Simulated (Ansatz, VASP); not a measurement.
# Two plane-wave programs on Au

The input INCAR:

```
SYSTEM = Au
ALGO = Fast
EDIFF = 1E-6
ENCUT = 520
GGA = PS
ISIF = 2
ISMEAR = 0
LASPH = .True.
LCHARG = .False.
LREAL = .False.
LWAVE = .False.
NBANDS = 18
NELM = 60
PREC = Accurate
SIGMA = 0.15
```

The input KPOINTS:

```
k-points
0
Gamma
  24 24 12
  0 0 0
```

POSCAR

```
Au
1.0
    3.1239285882      0.0000000000      0.0000000000
   -1.5619642941      2.7054015170      0.0000000000
    0.0000000000      0.0000000000      4.2054565149
Au
2
Direct
    0.3333333333      0.6666666667      0.7500000000
    0.6666666667      0.3333333333      0.2500000000
```

Input for Ansatz:

```yaml
crystal:
  lattice:
    - [3.1239285882, 0.0, 0.0]
    - [-1.5619642941, 2.705401517, 0.0]
    - [0.0, 0.0, 4.2054565149]
  atoms:
    - { symbol: Au, position: [0.3333333333, 0.6666666667, 0.75] }
    - { symbol: Au, position: [0.6666666667, 0.3333333333, 0.25] }
basis:
  ecutwfc: 420
kpoints:
  mp_grid: { grid: [24, 24, 12] }
hamiltonian:
  xc: pbesol
scf:
  occupations: { method: gaussian, width: 0.15 }
output:
  forces: true
  stress: true
  eigenvalues: true
```

Alike in both runs: task single point; functional PBEsol; k mesh 24 × 24 × 12; occupations gaussian, width 0.15 eV; no spin polarisation.

|  | VASP | Ansatz |
| --- | --- | --- |
| version | VASP 6.6.1 | Ansatz 0.2.0 |
| potentials or method | VASP PAW PBE potentials, release 64 (Au), cutoff 520 eV | scalar-relativistic, plane waves, PAW |
| valence electrons in the cell | 22 | 38 |

```csv
,VASP,Ansatz,Ansatz less VASP
gap on the k mesh at the Fermi level (eV),none,none,-
pressure (GPa),-0.6,-0.4,+0.22
"traceless stress, the component that is largest in VASP (GPa)",7.94,8.00,+0.061
```

VASP's potentials were made for PBE, not for PBEsol. A gap of «none» marks a metal or a gap that the smearing closes. VASP's potentials hold 22 valence electrons a cell and Ansatz's 38, so a difference there can come from the potentials and not from the codes.

Neither program's run includes spin-orbit coupling.
